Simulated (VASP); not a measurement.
# NaF (Fdd2) in VASP: notebook

The runs below take NaF through single point, with PBE.

Everything below comes from runs of VASP 6.6.1. Logs are shortened: lines on timing, memory, paths and dates and some standing lists are left out, and cuts for length are marked.

### 1 The cell of the first run

Symmetry: Fdd2, No. 43, orthorhombic system. Conventional cell: a = 3.304 Å, b = 6.336 Å, c = 11.495 Å, α = 90.00°, β = 90.00°, γ = 90.00°. Na (site symmetry 2) has 4 F at 2.24 to 2.25 Å within 3.0 Å. F (site symmetry 2) has 4 Na at 2.24 to 2.25 Å within 3.0 Å.

### 2 Single point, PBE

The input, INCAR:

```
SYSTEM = NaF
ALGO = Normal ; EDIFF = 1E-6
ENCUT = 600 ; GGA = PE
GGA_COMPAT = .False. ; ISIF = 2
ISMEAR = 0 ; LASPH = .True.
LCHARG = .True. ; LELF = .True.
LREAL = .False. ; LVHAR = .True.
LWAVE = .False. ; NBANDS = 22
NELM = 120 ; PREC = Accurate
SIGMA = 0.01
```

The input, KPOINTS:

```
k-points
0
Gamma
  8 8 8
  0 0 0
```

The input, POSCAR:

```
NaF
1.0
    0.0000000000      3.1680796494      5.7473188790
    1.6517819889      0.0000000000      5.7473188790
    1.6517819889      3.1680796494      0.0000000000
Na F
2 2
Direct
    0.1836448607      0.1836448607      0.8163551393
    0.4336448607      0.4336448607      0.0663551393
    0.8163551393      0.8163551393      0.1836448607
    0.0663551393      0.0663551393      0.4336448607
```

Potentials or basis: VASP PAW PBE potentials, release 64 (Na_pv, F).

The run is started by

```bash
> cat potpaw_PBE.64/Na_pv/POTCAR potpaw_PBE.64/F/POTCAR > POTCAR
> mpirun -np 1 vasp_std > vasp.out
```

OUTCAR:

```text
SYSTEM = NaF
   EDIFF = 1E-6
   ENCUT = 600
   GGA = PE
   ISIF = 2
   ISMEAR = 0
   LASPH = .True.
   LREAL = .False.
   NELM = 120
   PREC = Accurate

 ion  position               nearest neighbor table
   1  0.184  0.184  0.816-   4 2.24   4 2.24   3 2.25   3 2.25
   2  0.434  0.434  0.066-   3 2.24   3 2.24   4 2.25   4 2.25
   3  0.816  0.816  0.184-   2 2.24   2 2.24   1 2.25   1 2.25
   4  0.066  0.066  0.434-   1 2.24   1 2.24   2 2.25   2 2.25

  LATTYP: Found a face centered orthorhombic cell.
 ALAT       =     3.3035639778
 B/A-ratio  =     1.9179768702
 C/A-ratio  =     3.4794657634

  Lattice vectors:

 A1 = (   0.0000000000,   3.1680796494,   5.7473188790)
 A2 = (   1.6517819889,   0.0000000000,   5.7473188790)
 A3 = (   1.6517819889,   3.1680796494,   0.0000000000)

Analysis of symmetry for initial positions (statically):
=====================================================================
 Subroutine PRICEL returns:
 Original cell was already a primitive cell.

 Routine SETGRP: Setting up the symmetry group for a
 face centered orthorhombic supercell.

 Subroutine GETGRP returns: Found  4 space group operations
 (whereof  2 operations were pure point group operations)
 out of a pool of  8 trial point group operations.

The static configuration has the point symmetry C_2 .
 The point group associated with its full space group is C_2v.

Analysis of symmetry for dynamics (positions and initial velocities):
=====================================================================
 Subroutine PRICEL returns:
 Original cell was already a primitive cell.

 Routine SETGRP: Setting up the symmetry group for a
 face centered orthorhombic supercell.

 Subroutine GETGRP returns: Found  4 space group operations
 (whereof  2 operations were pure point group operations)
 out of a pool of  8 trial point group operations.

The dynamic configuration has the point symmetry C_2 .
 The point group associated with its full space group is C_2v.

 Subroutine INISYM returns: Found  4 space group operations
 (whereof  2 operations are pure point group operations),
 and found     1 'primitive' translations

----------------------------------------------------------------------------------------

                                     Primitive cell

  volume of cell :      60.1512

  direct lattice vectors                    reciprocal lattice vectors
     0.000000000  3.168079649  5.747318879    -0.302703385  0.157824315  0.086997087
     1.651781989  0.000000000  5.747318879     0.302703385 -0.157824315  0.086997087
     1.651781989  3.168079649  0.000000000     0.302703385  0.157824315 -0.086997087

  length of vectors
     6.562652129  5.979971408  3.572829747     0.352287307  0.352287307  0.352287307

  position of ions in fractional coordinates (direct lattice)
     0.183644861  0.183644861  0.816355139
     0.433644861  0.433644861  0.066355139
     0.816355139  0.816355139  0.183644861
     0.066355139  0.066355139  0.433644861

  ion indices of the primitive-cell ions
   primitive index   ion index
                 1           1
                 2           2
                 3           3
                 4           4

----------------------------------------------------------------------------------------

 KPOINTS: k-points

Automatic generation of k-mesh.
 Grid dimensions read from file:
 generate k-points for:    8    8    8

 Generating k-lattice:

  Cartesian coordinates                     Fractional coordinates (reciprocal lattice)
    -0.037837923  0.019728039  0.010874636     0.125000000  0.000000000  0.000000000
     0.037837923 -0.019728039  0.010874636     0.000000000  0.125000000 -0.000000000
     0.037837923  0.019728039 -0.010874636     0.000000000 -0.000000000  0.125000000

  Length of vectors
     0.044035913  0.044035913  0.044035913

  Shift w.r.t. Gamma in fractional coordinates (k-lattice)
     0.000000000  0.000000000  0.000000000

 Subroutine IBZKPT returns following result:
 ===========================================

 Found     95 irreducible k-points:

 Following reciprocal coordinates:
            Coordinates               Weight
  0.000000  0.000000  0.000000      1.000000
  0.125000  0.000000  0.000000      8.000000
  0.250000  0.000000  0.000000      8.000000
  0.375000  0.000000  0.000000      8.000000
  0.500000  0.000000  0.000000      4.000000
  0.125000  0.125000  0.000000      2.000000
[... 16 lines left out ...]
  0.250000  0.000000  0.125000      8.000000
  0.375000  0.000000  0.125000      8.000000
 [... further k-points ...]
   k-points           NKPTS =     95   k-points in BZ     NKDIM =     95   number of bands    NBANDS=     22
   number of dos      NEDOS =    301   number of ions     NIONS =      4
   total plane-waves  NPLWV =  77760
   dimension x,y,z NGX =    54 NGY =   48 NGZ =   30
   dimension x,y,z NGXF=   108 NGYF=   96 NGZF=   60
   ions per type =               2   2
   NGX,Y,Z   is equivalent  to a cutoff of  13.68, 13.34, 13.96 a.u.
   NGXF,Y,Z  is equivalent  to a cutoff of  27.36, 26.69, 27.92 a.u.
 SYSTEM =  NaF
   PREC   = accura    normal or accurate (medium, high low for compatibility)
   ISTART =      0    job   : 0-new  1-cont  2-samecut
   ICHARG =      2    charge: 1-file 2-atom 10-const
   ISPIN  =      1    spin polarized calculation?
   LNONCOLLINEAR =      F non collinear calculations
   LSORBIT =      F    spin-orbit coupling
   LASPH  =      T    aspherical Exc in radial PAW
   ENCUT  =  600.0 eV  44.10 Ry    6.64 a.u.  13.11 11.94  7.14*2*pi/ulx,y,z
   NELM   =    120;   NELMIN=  2; NELMDL= -5     # of ELM steps
   EDIFF  = 0.1E-05   stopping-criterion for ELM
   LREAL  =      F    real-space projection
   EDIFFG = 0.1E-04   stopping-criterion for IOM
   NSW    =      0    number of steps for IOM
   IBRION =     -1    ionic relax: 0-MD 1-quasi-New 2-CG
   NFREE  =      0    steps in history (QN), initial steepest desc. (CG)
   ISIF   =      2    stress and relaxation
   ISYM   =      2    0-nonsym 1-usesym 2-fastsym
   POTIM  = 0.5000    time-step for ionic-motion
   TEBEG  =    0.0;   TEEND  =   0.0 temperature during run
   PSTRESS=    0.0 pullay stress
   NELECT =      28.0000    total number of electrons
   NUPDOWN=      -1.0000    fix difference up-down
   EMIN   =  10.00;   EMAX   =-10.00  energy-range for DOS
   EFERMI =   0.00;   METHOD = LEGACY
   ISMEAR =     0;   SIGMA  =   0.01  broadening in eV -4-tet -1-fermi 0-gaus
   EFERMI_NEDOS =   21; number of points for ismear=-14 and -15
   IALGO  =     38    algorithm
   IMIX   =      4    mixing-type and parameters
     AMIX     =   0.40;   BMIX     =  1.00
     AMIX_MAG =   1.60;   BMIX_MAG =  1.00
  volume/ion in A,a.u.               =      15.04       101.48
  Fermi-wavevector in a.u.,A,eV,Ry     =   1.268760  2.397609 21.902004  1.609752
  Thomas-Fermi vector in A             =   2.401838
   LORBIT       =      0    0 simple, 1 ext, 2 COOP (PROOUT), +10 PAW based schemes
   GGA     = PE    functional components
   LHFCALC =     F    Hartree Fock is set to
   AEXX    =    0.0000 exact exchange contribution
   IVDW    =     0    specifies the selected vdW correction
   LEPSILON=     F    determine dielectric tensor
   LRPA    =     F    only Hartree local field effects (RPA)
 non-spin polarized calculation
 Gauss-broadening in eV      SIGMA  =   0.01
  energy-cutoff  :      600.00
  volume of cell :       60.15
 maximum number of plane-waves:      2032
 NGX is ok and might be reduce to    54
   NGX = 27   NGY = 23   NGZ = 15

 number of electron      28.0000005 magnetization

 Free energy of the ion-electron system (eV)
  ---------------------------------------------------
  ext. energy  EPLUGINS =         0.00000000
  ---------------------------------------------------
  free energy    TOTEN  =       -16.77179061 eV

  energy without entropy =      -16.77179061  energy(sigma->0) =      -16.77179061

 E-fermi :  -2.6746     XC(G=0):  -8.1919

 val. band max:       -2.7701299947   @ k =   0.0000   0.0000   0.0000
 cond. band min:       2.6009574959   @ k =   0.0000   0.0000   0.0000
 fundamental gap:      5.3710874906
 Fermi energy:        -2.6745513087

 k-point     1 :       0.0000    0.0000    0.0000
  band No.  band energies     occupation
      1     -22.6887      2.00000
      2     -22.1819      2.00000
      3     -22.1728      2.00000
      4     -22.1046      2.00000
      5     -22.1030      2.00000
      6     -22.0931      2.00000
[... 14 lines left out ...]
     21      16.0342      0.00000
     22      16.7683      0.00000

 k-point     2 :       0.1250    0.0000    0.0000
  band No.  band energies     occupation
      1     -22.6548      2.00000
      2     -22.2518      2.00000
      3     -22.1829      2.00000
      4     -22.1720      2.00000
      5     -22.1050      2.00000
      6     -22.1010      2.00000
[... 14 lines left out ...]
     21      15.5457      0.00000
     22      16.2741      0.00000

 k-point     3 :       0.2500    0.0000    0.0000
  band No.  band energies     occupation
      1     -22.5768      2.00000
      2     -22.4255      2.00000
      3     -22.1938      2.00000
      4     -22.1832      2.00000
      5     -22.1185      2.00000
      6     -22.1072      2.00000
[... 14 lines left out ...]
     21      14.7383      0.00000
     22      15.6149      0.00000

 k-point     4 :       0.3750    0.0000    0.0000
  band No.  band energies     occupation
      1     -22.5801      2.00000
      2     -22.4586      2.00000
      3     -22.2077      2.00000
      4     -22.1778      2.00000
      5     -22.1326      2.00000
      6     -22.1145      2.00000
[... 14 lines left out ...]
     21      14.2997      0.00000
     22      15.3795      0.00000

 k-point     5 :       0.5000    0.0000    0.0000
  band No.  band energies     occupation
      1     -22.6148      2.00000
      2     -22.4335      2.00000
      3     -22.2121      2.00000
      4     -22.1617      2.00000
      5     -22.1433      2.00000
      6     -22.1209      2.00000
[... 14 lines left out ...]
     21      14.2437      0.00000
     22      15.2835      0.00000

 k-point     6 :       0.1250    0.1250    0.0000
  band No.  band energies     occupation
      1     -22.6759      2.00000
      2     -22.1816      2.00000
      3     -22.1732      2.00000
      4     -22.1631      2.00000
      5     -22.1026      2.00000
      6     -22.0934      2.00000
[... 14 lines left out ...]
     21      16.1904      0.00000
     22      16.7540      0.00000

 k-point     7 :       0.2500    0.1250   -0.0000
  band No.  band energies     occupation
      1     -22.6334      2.00000
      2     -22.2983      2.00000
      3     -22.1824      2.00000
      4     -22.1734      2.00000
      5     -22.1095      2.00000
      6     -22.1019      2.00000
[... 324 lines left out ...]
      6     -22.1229      2.00000
[... 14 lines left out ...]
     21      14.6850      0.00000
     22      15.7790      0.00000

 k-point    21 :       0.5000    0.5000    0.0000
  band No.  band energies     occupation
      1     -22.4914      2.00000
      2     -22.4914      2.00000
      3     -22.1775      2.00000
      4     -22.1775      2.00000
      5     -22.0979      2.00000
      6     -22.0979      2.00000
[... 14 lines left out ...]
     21      16.2962      0.00000
     22      16.2962      0.00000

 k-point    22 :       0.1250    0.0000    0.1250
  band No.  band energies     occupation
      1     -22.6750      2.00000
      2     -22.2257      2.00000
      3     -22.1868      2.00000
      4     -22.1334      2.00000
      5     -22.1085      2.00000
      6     -22.1064      2.00000
[... 14 lines left out ...]
     21      15.3487      0.00000
     22      16.6721      0.00000

 k-point    23 :       0.2500    0.0000    0.1250
  band No.  band energies     occupation
      1     -22.6331      2.00000
      2     -22.3410      2.00000
      3     -22.1921      2.00000
      4     -22.1660      2.00000
      5     -22.1148      2.00000
      6     -22.1067      2.00000
[... 14 lines left out ...]
     21      15.0118      0.00000
     22      15.7591      0.00000

 k-point    24 :       0.3750    0.0000    0.1250
  band No.  band energies     occupation
      1     -22.5743      2.00000
      2     -22.4576      2.00000
      3     -22.2017      2.00000
      4     -22.1793      2.00000
      5     -22.1306      2.00000
      6     -22.1107      2.00000
[... 14 lines left out ...]
     21      13.8565      0.00000
     22      15.7293      0.00000

 [... further k-points ...]
[... 5 lines left out ...]
  --------------------------------------------------------------------------------------
  -------------------------------------------------------------------------------------
  Total       -0.0452660     -0.0547022     -0.0338232      0.0000000      0.0000000      0.0000000
  in kB       -1.2056991     -1.4570387     -0.9009104      0.0000000      0.0000000      0.0000000
  external PRESSURE =      -1.1878827 kB  Pullay stress =       0.0000000 kB

 VOLUME and BASIS-vectors are now :
 -----------------------------------------------------------------------------
  energy-cutoff  :      600.00
  volume of cell :       60.15
      direct lattice vectors                 reciprocal lattice vectors
     0.000000000  3.168079649  5.747318879    -0.302703385  0.157824315  0.086997087
     1.651781989  0.000000000  5.747318879     0.302703385 -0.157824315  0.086997087
     1.651781989  3.168079649  0.000000000     0.302703385  0.157824315 -0.086997087

 POSITION                                       TOTAL-FORCE (eV/Angst)
 -----------------------------------------------------------------------------------
      1.65178      3.16808      2.11093         0.000000     -0.000000      0.000421
      0.82589      1.58404      4.98459         0.000000      0.000000      0.000421
      1.65178      3.16808      9.38371         0.000000      0.000000     -0.000421
      0.82589      1.58404      0.76273         0.000000      0.000000     -0.000421
 -----------------------------------------------------------------------------------
    total drift:                               -0.000003      0.000015      0.000174

  FREE ENERGIE OF THE ION-ELECTRON SYSTEM (eV)
  ---------------------------------------------------
  free  energy   TOTEN  =       -16.7717906127 eV

  energy  without entropy=      -16.7717906127  energy(sigma->0) =      -16.77179061
```

Wall time 2.3 min (1 thread of AMD EPYC 9R45 (Zen 5), shared host); peak memory 0.29 GiB.

What came out:

| Quantity | Value |
| --- | --- |
| Free energy | -16.7718 eV |
| Pressure | -0.1 GPa |
| Band gap on the k mesh | 5.37 eV |

A k mesh can miss the band edges.

### 3 Single point, PBE

The input, INCAR:

```
SYSTEM = NaF
PREC = Accurate
ENCUT = 600
EDIFF = 1E-6
ISMEAR = 0
SIGMA = 0.02
LREAL = .FALSE.
LASPH = .TRUE.
NELM = 120
ALGO = Normal
ISIF = 2
LWAVE = .FALSE.
LCHARG = .FALSE.
GGA = PE
NBANDS = 22
GGA_COMPAT = .FALSE.
```

The input, KPOINTS:

```
Automatic mesh
0
G
  8 8 8
  0 0 0
```

The input, POSCAR:

```
NaF
1.0
    0.0000000000      3.1745417000      5.7423775000
    1.6501899000      0.0000000000      5.7423775000
    1.6501899000      3.1745417000      0.0000000000
Na F
2 2
Direct
    0.1835050000      0.1835050000      0.8164950000
    0.4335050000      0.4335050000      0.0664950000
    0.8164950000      0.8164950000      0.1835050000
    0.0664950000      0.0664950000      0.4335050000
```

Potentials or basis: VASP PAW PBE potentials, release 64 (Na_pv, F).

The run is started by

```bash
> cat potpaw_PBE.64/Na_pv/POTCAR potpaw_PBE.64/F/POTCAR > POTCAR
> mpirun -np 1 vasp_std > vasp.out
```

Run time: 2.2 min. Hardware: 1 thread of AMD EPYC 9R45 (Zen 5), shared host; peak memory 0.29 GiB.

The run converged. Its results:

* Free energy: -16.7718 eV
* Pressure: -0.1 GPa
* Band gap on the k mesh: 5.37 eV

Forces on the atoms (eV/Å):
```
Na   0.000  0.000  0.002
Na   0.000  0.000  0.002
F    0.000  0.000 -0.002
F    0.000  0.000 -0.002
```

Stress tensor (GPa, compression positive):
```
-0.10  0.00  0.00
 0.00 -0.16  0.00
 0.00  0.00 -0.06
```

Levels at points of the mesh, in eV from the valence-band top:
| k point | band 12 | band 13 | band 14 | band 15 | band 16 | band 17 |
| --- | --- | --- | --- | --- | --- | --- |
| (0.00, 0.00, 0.00) | -0.18 | -0.09 | 0.00 | 5.37 | 9.63 | 10.58 |
| (0.50, 0.00, 0.00) | -0.42 | -0.36 | -0.21 | 9.83 | 10.62 | 11.56 |
| (0.50, 0.50, 0.00) | -0.24 | -0.05 | -0.05 | 6.95 | 6.95 | 13.73 |
| (0.50, 0.00, 0.50) | -0.60 | -0.19 | -0.19 | 9.50 | 9.50 | 12.85 |
| (0.00, 0.50, 0.50) | -0.36 | -0.19 | -0.19 | 9.92 | 9.92 | 11.20 |
